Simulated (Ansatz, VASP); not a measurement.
## One calculation of Sn, two programs

Contents of POSCAR:

```
Sn
1.0
    5.8211958106      0.0000000000      0.0000000000
   -2.9105979053      5.0413034524      0.0000000000
    0.0000000000      0.0000000000      2.8845504278
Sn
3
Direct
    0.0000000000      0.0000000000      0.0000000000
    0.3333333333      0.6666666667      0.5000000000
    0.6666666667      0.3333333333      0.5000000000
```

Contents of INCAR.step1:

```
SYSTEM = Sn
ALGO     = Normal         ! electronic algorithm
EDIFF    = 1E-4           ! SCF threshold, eV
ENCUT    = 600            ! plane-wave cutoff, eV
GGA      = PE             ! functional
ISMEAR   = 0              ! smearing method
LASPH    = .True.         ! aspherical terms in the spheres
LCHARG   = .False.        ! write CHGCAR
LREAL    = .False.        ! projectors in reciprocal space
LWAVE    = .True.         ! write WAVECAR
NELM     = 100            ! most SCF steps
PREC     = Accurate       ! precision mode
SIGMA    = 0.1            ! smearing width, eV
```

INCAR.step2

```
SYSTEM = Sn
ALGO     = Normal         ! electronic algorithm
EDIFF    = 1E-7           ! SCF threshold, eV
EDIFFG   = -0.04          ! ionic threshold
ENCUT    = 600            ! plane-wave cutoff, eV
IBRION   = 2              ! ionic algorithm
ISIF     = 3              ! what is computed and relaxed
ISMEAR   = 0              ! smearing method
ISTART   = 1            
LASPH    = .True.         ! aspherical terms in the spheres
LCHARG   = .False.        ! write CHGCAR
LMIXTAU  = .True.       
LREAL    = .False.        ! projectors in reciprocal space
LWAVE    = .False.        ! write WAVECAR
METAGGA  = R2SCAN         ! meta-GGA
NELM     = 100            ! most SCF steps
NSW      = 90             ! ionic steps
PREC     = Accurate       ! precision mode
SIGMA    = 0.1            ! smearing width, eV
```

Contents of KPOINTS:

```
k-points
0
Gamma
  3 3 6
  0 0 0
```

Input for Ansatz:

```yaml
crystal:
  lattice:
    - [5.8211958106, 0.0, 0.0]
    - [-2.9105979053, 5.0413034524, 0.0]
    - [0.0, 0.0, 2.8845504278]
  atoms:
    - { symbol: Sn, position: [0.0, 0.0, 0.0] }
    - { symbol: Sn, position: [0.3333333333, 0.6666666667, 0.5] }
    - { symbol: Sn, position: [0.6666666667, 0.3333333333, 0.5] }
basis:
  ecutwfc: 500
kpoints:
  mp_grid: { grid: [3, 3, 6] }
hamiltonian:
  xc: r2scan
scf:
  occupations: { method: gaussian, width: 0.1 }
  lower_state_search: "off"
output:
  forces: true
  stress: true
  eigenvalues: true
relax:
  adjacent_minimum: "off"
  f_tol: 0.04
  max_steps: 70
  cell: { stress_tol: 0.4 }
```

Alike in both runs: task relaxation of cell and atoms; functional r2SCAN; k mesh 3 × 3 × 6; occupations gaussian, width 0.1 eV; no spin polarisation.

```csv
,VASP,Ansatz
version,VASP 6.6.1,Ansatz 0.2.0
potentials or method,"VASP PAW PBE potentials, release 64 (Sn_d), cutoff 600 eV","scalar-relativistic, plane waves, PAW"
valence electrons in the cell,42,42
```

```tsv
	VASP	Ansatz	Ansatz less VASP
gap on the k mesh at the Fermi level, each at its own relaxed structure (eV)	none	none	-
relaxed volume (Å³/atom)	27.42	27.49	+0.070
relaxed length of the cell vector where the two differ most in proportion (Å)	5.462	5.470	+0.0085
```

VASP's potentials were made for PBE, not for r2SCAN. A gap of «none» marks a metal or a gap that the smearing closes.

The k mesh is coarse, so the values compare programs but aren't converged.
